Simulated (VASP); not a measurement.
# Cl2 in VASP: a series of runs

Cl2 is run at these levels: r2SCAN; tasks: single point, relaxation of the atoms.

All numbers are computed with VASP 6.6.1; they aren't measurements. Logs are shortened: lines on timing, memory, paths and dates and some standing lists are left out, and cuts for length are marked.

**1. The cell of the first run**

The cell holds a molecule in a box, 2 atoms: a = 12.000 Å, b = 12.300 Å, c = 12.600 Å, α = 90.00°, β = 90.00°, γ = 90.00°.

**2. Single point, r2SCAN**

Input file POSCAR:

```
Cl
1.0
   12.0000000000      0.0000000000      0.0000000000
    0.0000000000     12.3000000000      0.0000000000
    0.0000000000      0.0000000000     12.6000000000
Cl
2
Direct
    0.5000000000      0.5000000000      0.4209954979
    0.5000000000      0.5000000000      0.5790045021
```

Input file INCAR.step1:

```
ALGO = Normal
EDIFF = 1E-4
ENCUT = 520
GGA = PE
ISMEAR = -1
LASPH = T
LCHARG = F
LREAL = F
LWAVE = T
NBANDS = 14
NELM = 100
PREC = Accurate
SIGMA = 0.01
```

Input file INCAR.step2:

```
ALGO = Normal
EDIFF = 1E-6
ENCUT = 520
ISIF = 2
ISMEAR = -1
ISTART = 1
LASPH = T
LCHARG = F
LMIXTAU = T
LREAL = F
LWAVE = F
METAGGA = R2SCAN
NBANDS = 14
NELM = 100
PREC = Accurate
SIGMA = 0.01
```

Input file KPOINTS:

```
k-points
0
Gamma
  1 1 1
```

Potentials or basis: VASP PAW PBE potentials, release 64 (Cl).

Run with:

```console
$ cat potpaw_PBE.64/Cl/POTCAR > POTCAR
$ cp INCAR.step1 INCAR
$ mpirun -np 1 vasp_gam > vasp.out
$ cp INCAR.step2 INCAR
$ mpirun -np 1 vasp_gam > vasp.out
```

OUTCAR:

```text
EDIFF = 1E-6
   ENCUT = 520
   ISIF = 2
   ISMEAR = -1
   ISTART = 1
   LASPH = T
   LREAL = F
   METAGGA = R2SCAN
   NELM = 100
   PREC = Accurate

 ion  position               nearest neighbor table
   1  0.500  0.500  0.421-   2 1.99
   2  0.500  0.500  0.579-   1 1.99

  LATTYP: Found a simple orthorhombic cell.
 ALAT       =    12.0000000000
 B/A-ratio  =     1.0250000000
 C/A-ratio  =     1.0500000000

  Lattice vectors:

 A1 = (  12.0000000000,   0.0000000000,   0.0000000000)
 A2 = (   0.0000000000,  12.3000000000,   0.0000000000)
 A3 = (   0.0000000000,   0.0000000000,  12.6000000000)

Analysis of symmetry for initial positions (statically):
=====================================================================
 Subroutine PRICEL returns:
 Original cell was already a primitive cell.

 Routine SETGRP: Setting up the symmetry group for a
 simple orthorhombic supercell.

 Subroutine GETGRP returns: Found  8 space group operations
 (whereof  8 operations were pure point group operations)
 out of a pool of  8 trial point group operations.

The static configuration has the point symmetry D_2h.

Analysis of symmetry for dynamics (positions and initial velocities):
=====================================================================
 Subroutine PRICEL returns:
 Original cell was already a primitive cell.

 Routine SETGRP: Setting up the symmetry group for a
 simple orthorhombic supercell.

 Subroutine GETGRP returns: Found  8 space group operations
 (whereof  8 operations were pure point group operations)
 out of a pool of  8 trial point group operations.

The dynamic configuration has the point symmetry D_2h.

 Subroutine INISYM returns: Found  8 space group operations
 (whereof  8 operations are pure point group operations),
 and found     1 'primitive' translations

----------------------------------------------------------------------------------------

                                     Primitive cell

  volume of cell :    1859.7600

  direct lattice vectors                    reciprocal lattice vectors
    12.000000000  0.000000000  0.000000000     0.083333333  0.000000000  0.000000000
     0.000000000 12.300000000  0.000000000     0.000000000  0.081300813  0.000000000
     0.000000000  0.000000000 12.600000000     0.000000000  0.000000000  0.079365079

  length of vectors
    12.000000000 12.300000000 12.600000000     0.083333333  0.081300813  0.079365079

  position of ions in fractional coordinates (direct lattice)
     0.500000000  0.500000000  0.420995498
     0.500000000  0.500000000  0.579004502

  ion indices of the primitive-cell ions
   primitive index   ion index
                 1           1
                 2           2

----------------------------------------------------------------------------------------

 KPOINTS: k-points

Automatic generation of k-mesh.
 Grid dimensions read from file:
 generate k-points for:    1    1    1

 Generating k-lattice:

  Cartesian coordinates                     Fractional coordinates (reciprocal lattice)
     0.083333333  0.000000000  0.000000000     1.000000000  0.000000000  0.000000000
     0.000000000  0.081300813  0.000000000     0.000000000  1.000000000  0.000000000
     0.000000000  0.000000000  0.079365079     0.000000000  0.000000000  1.000000000

  Length of vectors
     0.083333333  0.081300813  0.079365079

  Shift w.r.t. Gamma in fractional coordinates (k-lattice)
     0.000000000  0.000000000  0.000000000

 Subroutine IBZKPT returns following result:
 ===========================================

 Found      1 irreducible k-points:

 Following reciprocal coordinates:
            Coordinates               Weight
  0.000000  0.000000  0.000000      1.000000
   k-points           NKPTS =      1   k-points in BZ     NKDIM =      1   number of bands    NBANDS=     14
   number of dos      NEDOS =    301   number of ions     NIONS =      2
   total plane-waves  NPLWV = 829440
   dimension x,y,z NGX =    90 NGY =   96 NGZ =   96
   dimension x,y,z NGXF=   180 NGYF=  192 NGZF=  192
   ions per type =               2
   NGX,Y,Z   is equivalent  to a cutoff of  12.47, 12.98, 12.67 a.u.
   NGXF,Y,Z  is equivalent  to a cutoff of  24.94, 25.95, 25.33 a.u.
 SYSTEM =  unknown system
   PREC   = accura    normal or accurate (medium, high low for compatibility)
   ISTART =      1    job   : 0-new  1-cont  2-samecut
   ICHARG =      0    charge: 1-file 2-atom 10-const
   ISPIN  =      1    spin polarized calculation?
   LNONCOLLINEAR =      F non collinear calculations
   LSORBIT =      F    spin-orbit coupling
   LASPH  =      T    aspherical Exc in radial PAW
   ENCUT  =  520.0 eV  38.22 Ry    6.18 a.u.  22.31 22.87 23.43*2*pi/ulx,y,z
   NELM   =    100;   NELMIN=  2; NELMDL=  0     # of ELM steps
   EDIFF  = 0.1E-05   stopping-criterion for ELM
   LREAL  =      F    real-space projection
   EDIFFG = 0.1E-04   stopping-criterion for IOM
   NSW    =      0    number of steps for IOM
   IBRION =     -1    ionic relax: 0-MD 1-quasi-New 2-CG
   NFREE  =      0    steps in history (QN), initial steepest desc. (CG)
   ISIF   =      2    stress and relaxation
   ISYM   =      2    0-nonsym 1-usesym 2-fastsym
   POTIM  = 0.5000    time-step for ionic-motion
   TEBEG  =    0.0;   TEEND  =   0.0 temperature during run
   PSTRESS=    0.0 pullay stress
   NELECT =      14.0000    total number of electrons
   NUPDOWN=      -1.0000    fix difference up-down
   EMIN   =  10.00;   EMAX   =-10.00  energy-range for DOS
   EFERMI =   0.00;   METHOD = LEGACY
   ISMEAR =    -1;   SIGMA  =   0.01  broadening in eV -4-tet -1-fermi 0-gaus
   EFERMI_NEDOS =   21; number of points for ismear=-14 and -15
   IALGO  =     38    algorithm
   IMIX   =      4    mixing-type and parameters
     AMIX     =   0.40;   BMIX     =  1.00
     AMIX_MAG =   1.60;   BMIX_MAG =  1.00
  volume/ion in A,a.u.               =     929.88      6275.14
  Fermi-wavevector in a.u.,A,eV,Ry     =   0.320847  0.606314  1.400625  0.102943
  Thomas-Fermi vector in A             =   1.207823
   LORBIT       =      0    0 simple, 1 ext, 2 COOP (PROOUT), +10 PAW based schemes
   METAGGA = R2SCAN    functional components
   LHFCALC =     F    Hartree Fock is set to
   AEXX    =    0.0000 exact exchange contribution
   IVDW    =     0    specifies the selected vdW correction
   LEPSILON=     F    determine dielectric tensor
   LRPA    =     F    only Hartree local field effects (RPA)
 non-spin polarized calculation
  energy-cutoff  :      520.00
  volume of cell :     1859.76
 maximum number of plane-waves:     25042
 NGX is ok and might be reduce to    90
   NGX = 45   NGY = 45   NGZ = 47

 number of electron      13.9999999 magnetization

 Free energy of the ion-electron system (eV)
  ---------------------------------------------------
  ext. energy  EPLUGINS =         0.00000000
  ---------------------------------------------------
  free energy    TOTEN  =       -12.09070205 eV

  energy without entropy =      -12.09070205  energy(sigma->0) =      -12.09070205

 E-fermi :  -7.1092     XC(G=0):  -0.3817

 val. band max:       -7.4053340130   @ k =   0.0000   0.0000   0.0000
 cond. band min:      -3.9224082147   @ k =   0.0000   0.0000   0.0000
 fundamental gap:      3.4829257983
 Fermi energy:        -7.1091681881

 k-point     1 :       0.0000    0.0000    0.0000
  band No.  band energies     occupation
      1     -24.3774      2.00000
      2     -19.9102      2.00000
      3     -12.2190      2.00000
      4     -10.1930      2.00000
      5     -10.1930      2.00000
      6      -7.4053      2.00000
      7      -7.4053      2.00000
      8      -3.9224      0.00000
      9       0.0559      0.00000
     10       0.9263      0.00000
     11       1.0491      0.00000
     12       1.0820      0.00000
     13       1.0879      0.00000
     14       1.1587      0.00000

------------------------ aborting loop because EDIFF is reached ----------------------------------------

  FORCE on cell =-STRESS in cart. coord.  units (eV):
  Direction    XX          YY          ZZ          XY          YZ          ZX
  --------------------------------------------------------------------------------------
  -------------------------------------------------------------------------------------
  Total       -0.0273793     -0.0275885     -0.4486620      0.0000000      0.0000000      0.0000000
  in kB       -0.0235872     -0.0237674     -0.3865209      0.0000000      0.0000000      0.0000000
  external PRESSURE =      -0.1446252 kB  Pullay stress =       0.0000000 kB

 VOLUME and BASIS-vectors are now :
 -----------------------------------------------------------------------------
  energy-cutoff  :      520.00
  volume of cell :     1859.76
      direct lattice vectors                 reciprocal lattice vectors
    12.000000000  0.000000000  0.000000000     0.083333333  0.000000000  0.000000000
     0.000000000 12.300000000  0.000000000     0.000000000  0.081300813  0.000000000
     0.000000000  0.000000000 12.600000000     0.000000000  0.000000000  0.079365079

 POSITION                                       TOTAL-FORCE (eV/Angst)
 -----------------------------------------------------------------------------------
      6.00000      6.15000      5.30454         0.000000      0.000000      0.212453
      6.00000      6.15000      7.29546         0.000000      0.000000     -0.212453
 -----------------------------------------------------------------------------------
    total drift:                                0.000000     -0.000000      0.000000

  FREE ENERGIE OF THE ION-ELECTRON SYSTEM (eV)
  ---------------------------------------------------
  free  energy   TOTEN  =       -12.0907020527 eV

  energy  without entropy=      -12.0907020527  energy(sigma->0) =      -12.09070205
```

Run time: 5.5 min. Hardware: 1 thread of AMD EPYC 7R43 (Zen 3), shared host; peak memory 1.6 GiB.

What came out:

| Item | Value |
| --- | --- |
| Free energy | -12.0907 eV |
| Largest force | 0.212 eV/Å |
| Gap between the frontier levels | 3.48 eV |

Forces on the atoms (eV/Å):
```
Cl   0.000  0.000  0.212
Cl   0.000  0.000 -0.212
```

Caveat: the PAW data sets were made with another functional, which shifts forces and pressure a little.

(Continued in part 2 of 2.)
